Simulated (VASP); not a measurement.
Input of a VASP 6.6.1 run:

The input INCAR:

```
ALGO     = Normal         # electronic algorithm
EDIFF    = 1E-6           # SCF threshold, eV
ENCUT    = 520            # plane-wave cutoff, eV
GGA      = PE             # functional
ISIF     = 2              # what is computed and relaxed
ISMEAR   = 0              # smearing method
LASPH    = True           # aspherical terms in the spheres
LCHARG   = False          # write CHGCAR
LREAL    = False          # projectors in reciprocal space
LWAVE    = False          # write WAVECAR
NBANDS   = 16             # bands
NELM     = 60             # most SCF steps
PREC     = Accurate       # precision mode
SIGMA    = 0.02           # smearing width, eV
```

Contents of KPOINTS:

```
k-points
0
Gamma
  8 8 8
```

Contents of POSCAR:

```
AgCl
1.0
    0.0000000000      2.8705152965      2.8705152965
    2.8705152965      0.0000000000      2.8705152965
    2.8705152965      2.8705152965      0.0000000000
Ag Cl
1 1
Direct
    0.5000000000      0.5000000000      0.5000000000
    0.0000000000      0.0000000000      0.0000000000
```

Potentials or basis: VASP PAW PBE potentials, release 64 (Ag, Cl).

Launch:

```bash
$ cat potpaw_PBE.64/Ag/POTCAR potpaw_PBE.64/Cl/POTCAR > POTCAR
$ mpirun -np 1 vasp_std > vasp.out
```

Q: Estimate the pressure.

A: -2.5 GPa.

Q: Estimate the band gap on the k mesh.

A: 0.96 eV, indirect (least direct gap 2.86 eV).

Caveat: the cell differs from its parent crystal (strained). A k mesh can miss the band edges.
